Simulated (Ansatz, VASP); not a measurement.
# SnTe in VASP and in Ansatz

```
Sn Te
1.0
     4.45597    0.00000    0.00000
     0.00000    4.45597    0.00000
     0.00000    0.00000   28.60340
Sn Te
5 5
Direct
  0.50000 0.50000 0.28602
  0.00000 0.00000 0.38701
  0.50000 0.50000 0.50000
  0.00000 0.00000 0.61299
  0.50000 0.50000 0.71397
  0.00000 0.00000 0.28146
  0.50000 0.50000 0.38972
  0.00000 0.00000 0.50000
  0.50000 0.50000 0.61028
  0.00000 0.00000 0.71854
```

Alike in both runs: functional PBEsol; k mesh 8 × 8 × 1; occupations gaussian, width 0.05 eV; no spin polarisation.

Ansatz relaxed the structure, and its values are those at the end. VASP's run is a single point on that final structure, the one shown.

|  | VASP | Ansatz |
| --- | --- | --- |
| version | VASP 6.6.1 | Ansatz 0.2.0 |
| potentials or method | VASP PAW PBE potentials, release 64 (Sn_d, Te), cutoff 520 eV | plane-wave PAW, scalar-relativistic |
| valence electrons in the cell | 100 | 150 |

Ansatz gave:

```
rms of the force components (eV/Å) : 0.000
```

**Question.** Estimate VASP's values.

**Answer.** rms of the force components (eV/Å): 0.004.

VASP's potentials were made for PBE, not for PBEsol, and Ansatz warns of the same on its side. VASP's potentials hold 100 valence electrons a cell and Ansatz's 150, so a difference there can come from the potentials and not from the codes.

Neither program's run includes spin-orbit coupling.
